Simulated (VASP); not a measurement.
EuS, 4 atoms in the cell. The structure is cubic, space group Fm-3m (No. 225). Conventional cell: a = 5.957 Å, b = 5.957 Å, c = 5.957 Å, α = 90.00°, β = 90.00°, γ = 90.00°. Within 3.9 Å of Eu (site symmetry m-3m) lie 6 S at 2.98 Å. Within 3.9 Å of S (site symmetry m-3m) lie 6 Eu at 2.98 Å. 

- Program: VASP 6.6.1
- Task: single point
- Functional: PBE
- Potentials or basis: VASP PAW PBE potentials, release 64 (Eu, S)
- Cutoff: 600 eV
- k mesh: 5 × 5 × 3
- Occupations: fermi-dirac, width 0.03 eV
- Spin: collinear spin, antiferromagnetic start
- Starting moments: [7.0, -7.0, 0.0, 0.0] μB
- Hubbard terms: Eu f U = 5.2 eV
- Dipole correction: no
- Further INCAR settings: ALGO = Normal; EDIFF = 1e-06; NBANDS = 35; ISYM = 0

Potentials or basis: VASP PAW PBE potentials, release 64 (Eu, S).

The run is started by

```console
$ cat potpaw_PBE.64/Eu/POTCAR potpaw_PBE.64/S/POTCAR > POTCAR
$ mpirun -np 1 vasp_std > vasp.out
```

Hardware: 1 thread of Oxide Virtual Turin-like Processor, with other jobs on the host.

Question: Estimate the wall time of this run.

Answer: It took 16 min on 1 thread of Oxide Virtual Turin-like Processor, on a shared host, peak memory 0.49 GiB. Counts: scf iterations 19, k points 38.
